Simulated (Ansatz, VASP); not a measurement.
This is a calculation of Na2S for VASP 6.6.1.

File INCAR:

```
ALGO = Normal
EDIFF = 1E-6
ENCUT = 500
GGA = PE
GGA_COMPAT = False
ISIF = 2
ISMEAR = -1
LASPH = True
LCHARG = True
LELF = True
LREAL = False
LVHAR = True
LWAVE = False
NBANDS = 17
NELM = 120
PREC = Accurate
SIGMA = 0.05
```

Contents of KPOINTS:

```
k-points
0
Gamma
  7 7 7
```

Contents of POSCAR:

```
Na2S
1.0
    0.0000000000      3.2066751269      3.2066751269
    3.2066751269      0.0000000000      3.2066751269
    3.2066751269      3.2066751269      0.0000000000
S Na
1 2
Direct
    0.0000000000      0.0000000000      0.0000000000
    0.7500000000      0.7500000000      0.7500000000
    0.2500000000      0.2500000000      0.2500000000
```

Potentials or basis: VASP PAW PBE potentials, release 64 (S, Na_pv).

Run with:

```sh
$ cat potpaw_PBE.64/S/POTCAR potpaw_PBE.64/Na_pv/POTCAR > POTCAR
$ mpirun -np 1 vasp_std > vasp.out
```

Question: Translate it to Ansatz 0.2.0. Potentials there: all-electron LAPW, scalar-relativistic.

Answer: As run (the cutoff follows the program's own potentials):

File input.yaml:

```yaml
crystal:
  lattice:
    - [0.0, 3.2066751269, 3.2066751269]
    - [3.2066751269, 0.0, 3.2066751269]
    - [3.2066751269, 3.2066751269, 0.0]
  atoms:
    - { symbol: S, position: [0.0, 0.0, 0.0] }
    - { symbol: Na, position: [0.75, 0.75, 0.75] }
    - { symbol: Na, position: [0.25, 0.25, 0.25] }
kpoints:
  mp_grid: { grid: [7, 7, 7] }
scf:
  occupations: { method: fermi_dirac, width: 0.05 }
hamiltonian:
  xc: pbe
  pseudopotentials: { kind: all_electron, lapw: { basis_error: 0.001 } }
output:
  forces: true
  stress: true
  eigenvalues: true
```

Potentials or basis: all-electron LAPW, scalar-relativistic.

The run is started by

```bash
$ ansatz run input.yaml --threads 2 --pin off --max-ram 6144MiB --backend cpu --events-out ev --progress --plain --runs-dir out
```

Both were run:

|  | VASP | Ansatz | Ansatz less VASP |
| --- | --- | --- | --- |
| gap on the k mesh at the Fermi level (eV) | 2.69 | 2.69 | +0.002 |
| least direct gap on the mesh (eV) | 2.69 | 2.69 | +0.002 |
| pressure (GPa) | 2.4 | 2.4 | 0.00 |

Ansatz ran all-electron here, and VASP with PAW potentials.
